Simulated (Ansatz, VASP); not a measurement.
**Two plane-wave programs on MgS**

File INCAR:

```
PREC = Accurate
ENCUT = 600
EDIFF = 1E-6
ISMEAR = 0
SIGMA = 0.05
LREAL = F
LASPH = T
NELM = 120
ALGO = Normal
ISIF = 2
LWAVE = F
LCHARG = F
GGA = PE
IVDW = 12
NBANDS = 11
GGA_COMPAT = F
```

File KPOINTS:

```
regular mesh
0
Gamma
  8 8 8
```

File POSCAR:

```
MgS
1.0
    0.0000000000      2.5776482257      2.5776482257
    2.5776482257      0.0000000000      2.5776482257
    2.5776482257      2.5776482257      0.0000000000
Mg S
1 1
Direct
    0.0000000000      0.0000000000      0.0000000000
    0.5000000000      0.5000000000      0.5000000000
```

Input for Ansatz:

```yaml
crystal:
  lattice:
    - [0.0, 2.5776482257, 2.5776482257]
    - [2.5776482257, 0.0, 2.5776482257]
    - [2.5776482257, 2.5776482257, 0.0]
  atoms:
    - { symbol: Mg, position: [0.0, 0.0, 0.0] }
    - { symbol: S, position: [0.5, 0.5, 0.5] }
basis:
  ecutwfc: 420
  ecutrho_ratio: 4
kpoints:
  mp_grid: { grid: [8, 8, 8] }
hamiltonian:
  xc: pbe
  dispersion: d3bj
scf:
  occupations: { method: gaussian, width: 0.05 }
output:
  forces: true
  stress: true
  eigenvalues: true
```

Alike in both runs: task single point; functional PBE; dispersion D3(BJ); k mesh 8 × 8 × 8; occupations gaussian, width 0.05 eV; no spin polarisation.

|  | VASP | Ansatz |
| --- | --- | --- |
| version | VASP 6.6.1 | Ansatz 0.2.0 |
| potentials or method | VASP PAW PBE potentials, release 64 (Mg, S), cutoff 600 eV | scalar-relativistic, plane waves, PAW |
| valence electrons in the cell | 8 | 16 |

```tsv
	VASP	Ansatz	Ansatz less VASP
gap on the k mesh at the Fermi level (eV)	2.84	2.85	+0.013
least direct gap on the mesh (eV)	3.93	3.94	+0.011
pressure (GPa)	-0.3	0.0	+0.29
```

VASP's potentials hold 8 valence electrons a cell and Ansatz's 16, so a difference there can come from the potentials and not from the codes.
